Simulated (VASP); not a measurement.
Input of a VASP 6.6.1 run:

The input INCAR:

```
SYSTEM = Cu
PREC = Accurate ; ENCUT = 520
EDIFF = 1E-7 ; ISMEAR = -1
SIGMA = 0.05 ; LREAL = .FALSE.
LASPH = .TRUE. ; NELM = 80
ALGO = Normal ; ISIF = 2
LWAVE = .FALSE. ; LCHARG = .FALSE.
NBANDS = 18
```

Contents of KPOINTS:

```
Automatic mesh
0
G
  11 11 11
  0 0 0
```

File POSCAR:

```
Cu
1.0
    1.2344979457     -4.0287047744      0.0000000000
    1.2344979457      4.0287047744      0.0000000000
    0.0000000000      0.0000000000      2.5080715687
Cu
2
Direct
    0.8661333500      0.1338666500      0.7500000000
    0.1338666500      0.8661333500      0.2500000000
```

Potentials or basis: VASP PAW LDA potentials, release 64 (Cu).

Launch:

```bash
$ cat potpaw_LDA.64/Cu/POTCAR > POTCAR
$ mpirun -np 1 vasp_std > vasp.out
```

Q: Estimate the largest force.

A: 0.083 eV/Å.

Q: Estimate the pressure.

A: -11.5 GPa.

Q: What does it give for the band gap on the k mesh?

A: Zero (band 11 reaches 10.40 eV, above the bottom of band 12 at 5.05 eV).

Stress tensor (GPa, compression positive):
```
-10.69   0.00   0.00
  0.00 -12.42   0.00
  0.00   0.00 -11.44
```
